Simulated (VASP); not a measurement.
# H17C36 in VASP: notebook

H17C36 is run at these levels: PBEsol; tasks: single point.

Program: VASP 6.6.1. These are calculated values, not measurements. Logs are shortened: lines on timing, memory, paths and dates and some standing lists are left out, and cuts for length are marked.

## 1. The cell of the first run

The cell holds a slab with vacuum, 53 atoms: a = 7.573 Å, b = 7.573 Å, c = 17.776 Å, α = 90.00°, β = 90.00°, γ = 60.00°.

## 2. Single point, PBEsol, collinear spin

Contents of INCAR:

```
SYSTEM = H17C36
  ALGO = Normal
  EDIFF = 1E-7
  ENCUT = 520
  GGA = PS
  ISIF = 2
  ISMEAR = 0
  ISPIN = 2
  LASPH = .TRUE.
  LCHARG = .FALSE.
  LORBIT = 11
  LREAL = Auto
  LUSENCCL = .FALSE.
  LWAVE = .FALSE.
  MAGMOM = 0 0 0 0 0 0 0 0 0 0 0 0 0 0 0 0 0 0 0 0 0 0 0 0 0 0 0 0 0 0 0 0 0 0 0 0 0 0 0 0 0 0 0 0 0 0.3 0 0 0 0 0 0 0
  NBANDS = 116
  NELM = 150
  PREC = Accurate
  SIGMA = 0.02
```

Contents of KPOINTS:

```
k-points
0
G
  2 2 1
  0 0 0
```

Contents of POSCAR:

```
H17C36
1.0
    7.5731140000      0.0000000000      0.0000000000
    3.7865570000      6.5585090000      0.0000000000
    0.0000000000      0.0000000000     17.7764260000
H C
17 36
Direct
    0.1111111721      0.1111110772      0.0562542774
    0.4444444614      0.1111110772      0.0562542774
    0.7777777507      0.1111110772      0.0562542774
    0.1111110586      0.4444444614      0.0562542774
    0.4444443479      0.4444444614      0.0562542774
    0.7777777693      0.4444444614      0.0562542774
    0.1111111535      0.7777776931      0.0562542774
    0.4444444428      0.7777776931      0.0562542774
    0.7777777321      0.7777776931      0.0562542774
    0.6637609378      0.0700987069      0.3266778148
    0.0006330985      0.3306971142      0.3241397343
    0.3322669381      0.3325542437      0.3241121697
    0.6685111510      0.3324354667      0.3238032212
    0.0011880159      0.6680649520      0.3237035949
    0.3357152748      0.6612730119      0.3250058251
    0.6653297041      0.6664501032      0.3237902264
    0.6903282064      0.9299447481      0.3192845964
    0.1111111721      0.1111110772      0.1181339826
    0.4444444614      0.1111110772      0.1181339826
    0.7777777507      0.1111110772      0.1181339826
    0.1111110586      0.4444444614      0.1181339826
    0.4444443479      0.4444444614      0.1181339826
    0.7777777693      0.4444444614      0.1181339826
    0.1111111535      0.7777776931      0.1181339826
    0.4444444428      0.7777776931      0.1181339826
    0.7777777321      0.7777776931      0.1181339826
   -0.1111110772      0.2222221545      0.1471209680
    0.2222222121      0.2222221545      0.1471209680
    0.5555555014      0.2222221545      0.1471209680
   -0.1111110586      0.5555555386      0.1471209680
    0.2222222307      0.5555555386      0.1471209680
    0.5555555200      0.5555555386      0.1471209680
   -0.1111111721      0.8888889228      0.1471209680
    0.2222221172      0.8888889228      0.1471209680
    0.5555555386      0.8888889228      0.1471209680
   -0.1099504178      0.2191888431      0.2346117830
    0.2231475972      0.2191716135      0.2345713925
    0.5534893328      0.2257581716      0.2341805378
   -0.1106566276      0.5542526510      0.2339007290
    0.2229501312      0.5548922781      0.2340908122
    0.5548219394      0.5555791720      0.2339899483
   -0.1056730527      0.8873385704      0.2336776808
    0.2204110812      0.8909718657      0.2389535444
    0.5496807980      0.8881626906      0.2342083274
   -0.0018960361     -0.0004072572      0.2589155435
    0.3338599556     -0.0008111600      0.2580758359
    0.6726780007     -0.0054744150      0.2579138236
    0.0003755285      0.3316139385      0.2617300013
    0.3324523998      0.3327247092      0.2615338426
    0.6670205750      0.3341904387      0.2610556813
    0.0009374112      0.6651039131      0.2610340796
    0.3335234970      0.6655033941      0.2626444708
    0.6666224122      0.6651119942      0.2610889275
```

Potentials or basis: VASP PAW PBE potentials, release 64 (H, C).

On the command line:

```bash
> cat potpaw_PBE.64/H/POTCAR potpaw_PBE.64/C/POTCAR > POTCAR
> mpirun -np 1 vasp_std > vasp.out
```

OUTCAR:

```text
SYSTEM = H17C36
   EDIFF = 1E-7
   ENCUT = 520
   GGA = PS
   ISIF = 2
   ISMEAR = 0
   ISPIN = 2
   LASPH = .TRUE.
   LORBIT = 11
   LREAL = Auto
   NELM = 150
   PREC = Accurate

 ion  position               nearest neighbor table
   1  0.111  0.111  0.056-  18 1.10
   2  0.444  0.111  0.056-  19 1.10
   3  0.778  0.111  0.056-  20 1.10
   4  0.111  0.444  0.056-  21 1.10
   5  0.444  0.444  0.056-  22 1.10
   6  0.778  0.444  0.056-  23 1.10
[... 9 lines left out ...]
  16  0.665  0.666  0.324-  53 1.11
  17  0.690  0.930  0.319-  47 1.18
[... 25 lines left out ...]
  43  0.220  0.891  0.239-  46 1.49  45 1.50  52 1.54  34 1.63
  44  0.550  0.888  0.234-  46 1.48  53 1.54  35 1.55  47 1.56
  45  0.998  1.000  0.259-  42 1.49  43 1.50  36 1.50
  46  0.334  0.999  0.258-  44 1.48  43 1.49  37 1.50
  47  0.673  0.995  0.258-  17 1.18  10 1.34  42 1.52  44 1.56  38 1.57
  48  0.000  0.332  0.262-  11 1.11  36 1.54  37 1.54  39 1.54
  49  0.332  0.333  0.262-  12 1.11  38 1.53  40 1.54  37 1.54
  50  0.667  0.334  0.261-  13 1.12  41 1.53  38 1.53  36 1.54
  51  0.001  0.665  0.261-  14 1.11  40 1.53  39 1.54  42 1.54
  52  0.334  0.666  0.263-  15 1.11  40 1.54  43 1.54  41 1.54
  53  0.667  0.665  0.261-  16 1.11  41 1.53  39 1.54  44 1.54

  LATTYP: Found a hexagonal cell.
 ALAT       =     7.5731139049
 C/A-ratio  =     2.3473073590

  Lattice vectors:

 A1 = (  -3.7865570000,  -6.5585090000,   0.0000000000)
 A2 = (   7.5731140000,   0.0000000000,   0.0000000000)
 A3 = (   0.0000000000,   0.0000000000,  17.7764260000)

Analysis of symmetry for initial positions (statically):
=====================================================================
 Subroutine PRICEL returns:
 Original cell was already a primitive cell.

 Routine SETGRP: Setting up the symmetry group for a
 hexagonal supercell.

 Subroutine GETGRP returns: Found  1 space group operations
 (whereof  1 operations were pure point group operations)
 out of a pool of 24 trial point group operations.

The static configuration has the point symmetry C_1 .

Analysis of symmetry for dynamics (positions and initial velocities):
=====================================================================
 Subroutine PRICEL returns:
 Original cell was already a primitive cell.

 Routine SETGRP: Setting up the symmetry group for a
 hexagonal supercell.

 Subroutine GETGRP returns: Found  1 space group operations
 (whereof  1 operations were pure point group operations)
 out of a pool of 24 trial point group operations.

The dynamic configuration has the point symmetry C_1 .

Analysis of structural, dynamic, and magnetic symmetry:
=====================================================================
 Subroutine PRICEL returns:
 Original cell was already a primitive cell.

 Routine SETGRP: Setting up the symmetry group for a
 hexagonal supercell.

 Subroutine GETGRP returns: Found  1 space group operations
 (whereof  1 operations were pure point group operations)
 out of a pool of 24 trial point group operations.

The overall configuration has the point symmetry C_1 .

 Subroutine INISYM returns: Found  1 space group operations
 (whereof  1 operations are pure point group operations),
 and found     1 'primitive' translations

----------------------------------------------------------------------------------------

                                     Primitive cell

  volume of cell :     882.9255

  direct lattice vectors                    reciprocal lattice vectors
     7.573114000  0.000000000  0.000000000     0.132046078 -0.076236840  0.000000000
     3.786557000  6.558509000  0.000000000     0.000000000  0.152473680  0.000000000
     0.000000000  0.000000000 17.776426000     0.000000000  0.000000000  0.056254277
[... 148 lines left out ...]
   number of dos      NEDOS =    301   number of ions     NIONS =     53
   total plane-waves  NPLWV = 439040
   dimension x,y,z NGX =    56 NGY =   56 NGZ =  140
   dimension x,y,z NGXF=   112 NGYF=  112 NGZF=  280
   ions per type =              17  36
[... 42 lines left out ...]
  ---------------------------------------------------
  free energy    TOTEN  =      -399.39996256 eV

  energy without entropy =     -399.39995931  energy(sigma->0) =     -399.39996094

 E-fermi :   0.4911     XC(G=0):  -4.6858

 val. band max:        0.4391142318   @ k =   0.0000   0.5000   0.0000
 cond. band min:       0.5431488385   @ k =   0.0000   0.0000   0.0000
 fundamental gap:      0.1040346068
 Fermi energy:         0.4911315346

 spin component 1

 k-point     1 :       0.0000    0.0000    0.0000
  band No.  band energies     occupation
      1     -20.8125      1.00000
      2     -18.5993      1.00000
      3     -18.2355      1.00000
      4     -18.1778      1.00000
      5     -18.0657      1.00000
      6     -18.0241      1.00000
[... 369 lines left out ...]
     91       4.6426      0.00000
     92       4.7147      0.00000
 Fermi energy:         0.4911315346

 spin component 2

 k-point     1 :       0.0000    0.0000    0.0000
  band No.  band energies     occupation
      1     -20.7868      1.00000
      2     -18.5986      1.00000
      3     -18.2202      1.00000
      4     -18.1322      1.00000
      5     -18.0491      1.00000
      6     -18.0013      1.00000
[... 369 lines left out ...]
     91       4.6933      0.00000
     92       4.7633      0.00000
 [bands above 92 left out]

------------------------ aborting loop because EDIFF is reached ----------------------------------------

  FORCE on cell =-STRESS in cart. coord.  units (eV):
  Direction    XX          YY          ZZ          XY          YZ          ZX
  --------------------------------------------------------------------------------------
  -------------------------------------------------------------------------------------
  Total       -4.8713541     -4.4328324      0.8184769      0.4302507      0.6926720      0.7420068
  in kB       -8.8396734     -8.0439216      1.4852274      0.7807430      1.2569388      1.3464630
  external PRESSURE =      -5.1327892 kB  Pullay stress =       0.0000000 kB

 VOLUME and BASIS-vectors are now :
 -----------------------------------------------------------------------------
  energy-cutoff  :      520.00
  volume of cell :      882.93
      direct lattice vectors                 reciprocal lattice vectors
     7.573114000  0.000000000  0.000000000     0.132046078 -0.076236840  0.000000000
     3.786557000  6.558509000  0.000000000     0.000000000  0.152473680  0.000000000
     0.000000000  0.000000000 17.776426000     0.000000000  0.000000000  0.056254277

 POSITION                                       TOTAL-FORCE (eV/Angst)
 -----------------------------------------------------------------------------------
      1.26219      0.72872      1.00000         0.001839      0.000863     -0.368621
      3.78656      0.72872      1.00000         0.021940     -0.019705     -0.300667
      6.31093      0.72872      1.00000        -0.031894     -0.015452     -0.312548
      2.52437      2.91489      1.00000        -0.002759      0.008091     -0.350923
      5.04874      2.91489      1.00000         0.002516     -0.043404     -0.321502
      7.57311      2.91489      1.00000        -0.004054      0.026884     -0.363311
[... 45 lines left out ...]
      5.04578      4.36471      4.66888         0.047814      0.038764     -0.042847
      7.56689      4.36214      4.64123        -0.011313      0.044521      0.029031
 -----------------------------------------------------------------------------------
    total drift:                                0.002239      0.003453      0.045200

  FREE ENERGIE OF THE ION-ELECTRON SYSTEM (eV)
  ---------------------------------------------------
  free  energy   TOTEN  =      -399.3999625630 eV

  energy  without entropy=     -399.3999593076  energy(sigma->0) =     -399.39996094

 total charge

# of ion       s       p       d       tot
------------------------------------------
    1        0.642   0.043   0.000   0.685
    2        0.641   0.043   0.000   0.685
    3        0.642   0.043   0.000   0.685
    4        0.643   0.043   0.000   0.686
    5        0.642   0.043   0.000   0.685
    6        0.643   0.043   0.000   0.686
[... 45 lines left out ...]
   52        0.832   1.755   0.000   2.587
   53        0.834   1.755   0.000   2.588
--------------------------------------------------
tot         40.426  63.332   0.000 103.758

 magnetization (x)

# of ion       s       p       d       tot
------------------------------------------
    1        0.002  -0.000   0.000   0.002
    2        0.001  -0.000   0.000   0.001
    3        0.001  -0.000   0.000   0.001
    4        0.001   0.000   0.000   0.001
    5       -0.000   0.000   0.000   0.000
    6        0.001   0.000   0.000   0.001
[... 45 lines left out ...]
   52        0.001   0.004   0.000   0.005
   53        0.002   0.004   0.000   0.006
--------------------------------------------------
tot          0.044   0.496   0.000   0.540
```

It took 6 min on 1 × NVIDIA H100 80GB with 1 thread of AMD EPYC 7R13 (Zen 3), shared host; peak memory 2.1 GiB.

What came out:

```yaml
Free_energy: -399.4000 eV
Largest_force: 1.561 eV/Å
Band_gap_on_the_k_mesh: 0.10 eV (least direct gap 0.23 eV)
Net_moment: 1.00 μB per cell
Site_moments: H +0.00, -0.02, -0.00, -0.01 (each value once); C -0.00, +0.00, +0.01, +0.02, +0.04, +0.03, -0.01, +0.14, +0.28 (each value once) μB
Valence_electrons_inside_the_program's_atomic_spheres: H 0.69, 0.68, 0.52, 0.67, 0.62 (each value once); C 2.58, 2.55, 2.56, 2.52, 2.57, 2.60, 2.54, 2.59 (each value once)
```

Forces in eV/Å, atoms in the order of the input:
```
H    0.002  0.001 -0.369
H    0.022 -0.020 -0.301
H   -0.032 -0.015 -0.313
H   -0.003  0.008 -0.351
H    0.003 -0.043 -0.322
H   -0.004  0.027 -0.363
H   -0.029  0.003 -0.357
H    0.048  0.015 -0.351
H   -0.028 -0.023 -0.360
H    0.473  0.131  0.488
H   -0.003 -0.016  0.047
H    0.000  0.007  0.046
H    0.018 -0.003  0.027
H   -0.002 -0.008  0.053
H   -0.011 -0.022  0.067
H   -0.015 -0.042  0.045
H   -0.022 -0.047  0.237
C   -0.009 -0.106  1.549
C   -0.082  0.040  1.421
C    0.102  0.023  1.413
C    0.025  0.009  1.337
C   -0.012  0.102  1.391
C   -0.016 -0.028  1.274
C    0.138 -0.002  1.483
C   -0.202  0.000  1.462
C    0.020 -0.073  1.270
C   -0.028  0.159 -1.090
C   -0.036  0.046 -1.168
C   -0.025 -0.132 -1.043
C   -0.046 -0.082 -1.021
C    0.014 -0.015 -0.940
C   -0.001  0.047 -0.998
C   -0.150 -0.098 -1.550
C    0.058 -0.092 -0.882
C    0.106  0.037 -1.481
C   -0.013  0.051  0.008
C    0.007  0.200  0.171
C    0.134 -0.243 -0.107
C    0.015  0.030 -0.015
C   -0.043  0.052  0.011
C   -0.033  0.002 -0.010
C   -0.058 -0.024  0.034
C   -0.169 -0.340 -0.773
C    0.536 -0.191  0.003
C    0.066  0.296  0.611
C   -0.230  0.330  0.043
C   -0.518  0.023 -0.348
C   -0.047 -0.020 -0.028
C    0.043 -0.040 -0.004
C   -0.001 -0.024  0.026
C   -0.001  0.028  0.039
C    0.048  0.039 -0.043
C   -0.011  0.045  0.029
```

Levels at points of the mesh, in eV from the valence-band top:
Spin up:
```tsv
k point	band 78	band 79	band 80	band 81	band 82	band 83	band 84	band 85
(0.00, 0.00, 0.00)	-1.46	-1.45	-0.94	-0.49	1.44	2.08	2.30	3.01
(0.50, 0.00, 0.00)	-2.47	-2.35	-0.91	-0.22	1.70	2.44	2.55	2.65
(0.50, 0.50, 0.00)	-2.48	-2.35	-0.90	-0.23	1.66	2.41	2.56	2.65
(0.00, 0.50, 0.00)	-2.49	-2.34	-0.78	-0.35	1.68	2.41	2.54	2.64
```
Spin down:
```csv
k point,band 76,band 77,band 78,band 79,band 80,band 81,band 82,band 83,band 84,band 85
"(0.00, 0.00, 0.00)",-2.89,-2.84,-1.44,-1.43,-0.13,0.10,1.40,2.09,2.30,2.99
"(0.50, 0.00, 0.00)",-3.37,-3.30,-2.46,-2.32,-0.12,0.40,1.64,2.44,2.58,2.66
"(0.50, 0.50, 0.00)",-3.37,-3.31,-2.46,-2.32,-0.12,0.40,1.61,2.40,2.59,2.67
"(0.00, 0.50, 0.00)",-3.53,-3.31,-2.45,-2.34,0.00,0.26,1.63,2.41,2.55,2.68
```

Caveat: the k points lie up to 0.48 Å⁻¹ apart; there is no dipole correction, which matters where the two faces differ; the PAW data sets were made with another functional, which shifts forces and pressure a little.

(Continued in part 2 of 2.)

The gap in the log of VASP goes by the Fermi energy; the results here count the filled bands.